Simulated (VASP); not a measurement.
Input of a VASP 6.6.1 run:

File INCAR:

```
SYSTEM = SrCl2
ALGO = Normal
EDIFF = 1E-6
ENCUT = 520
GGA = PE
ISIF = 2
ISMEAR = -1
LASPH = .TRUE.
LCHARG = .FALSE.
LREAL = .FALSE.
LWAVE = .FALSE.
NBANDS = 19
NELM = 100
PREC = Accurate
SIGMA = 0.1
```

File KPOINTS:

```
k-points
0
G
  5 5 5
  0 0 0
```

The input POSCAR:

```
SrCl2
1.0
    0.0000000000      3.5196609953      3.5196609953
    3.5196609953      0.0000000000      3.5196609953
    3.5196609953      3.5196609953      0.0000000000
Sr Cl
1 2
Direct
    0.0000000000      0.0000000000      0.0000000000
    0.2500000000      0.2500000000      0.2500000000
    0.7500000000      0.7500000000      0.7500000000
```

Potentials or basis: VASP PAW PBE potentials, release 64 (Sr_sv, Cl).

Launch:

```console
$ cat potpaw_PBE.64/Sr_sv/POTCAR potpaw_PBE.64/Cl/POTCAR > POTCAR
$ mpirun -np 1 vasp_std > vasp.out
```

(1) What does it give for the pressure?

(2) Predict the band gap on the k mesh.

## Answers

(1) 0.1 GPa.

(2) 5.30 eV, indirect (least direct gap 5.56 eV).
